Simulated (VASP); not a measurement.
A run of VASP 6.6.1 is set up as follows.

Contents of POSCAR:

```
MgO
1.0
    2.6233491281      0.0000000000      0.0000000000
    0.0000000000      2.6233491281      0.0000000000
    0.0000000000      0.0000000000      2.6233491281
Mg O
1 1
Direct
    0.0000000000      0.0000000000      0.0000000000
    0.5000000000      0.5000000000      0.5000000000
```

INCAR.step1

```
SYSTEM = MgO
ALGO = Normal
EDIFF = 1E-4
ENCUT = 520
GGA = PE
ISMEAR = 0
LASPH = .TRUE.
LCHARG = .FALSE.
LREAL = .FALSE.
LWAVE = .TRUE.
NBANDS = 11
NELM = 100
PREC = Accurate
SIGMA = 0.01
```

INCAR.step2

```
SYSTEM = MgO
ALGO = Normal
EDIFF = 1E-7
ENCUT = 520
ISIF = 2
ISMEAR = 0
ISTART = 1
LASPH = .TRUE.
LCHARG = .FALSE.
LMIXTAU = .TRUE.
LREAL = .FALSE.
LWAVE = .FALSE.
METAGGA = R2SCAN
NBANDS = 11
NELM = 100
PREC = Accurate
SIGMA = 0.01
```

The input KPOINTS:

```
k-points
0
G
  6 6 6
  0 0 0
```

Potentials or basis: VASP PAW PBE potentials, release 64 (Mg, O).

Command:

```bash
$ cat potpaw_PBE.64/Mg/POTCAR potpaw_PBE.64/O/POTCAR > POTCAR
$ cp INCAR.step1 INCAR
$ mpirun -np 1 vasp_std > vasp.out
$ cp INCAR.step2 INCAR
$ mpirun -np 1 vasp_std > vasp.out
```

(1) Predict the pressure.

(2) Estimate the band gap on the k mesh.

Answers

(1) -1.2 GPa.

(2) 3.45 eV, indirect (least direct gap 4.51 eV).

Caveat: the PAW data sets were made with another functional, which shifts forces and pressure a little.
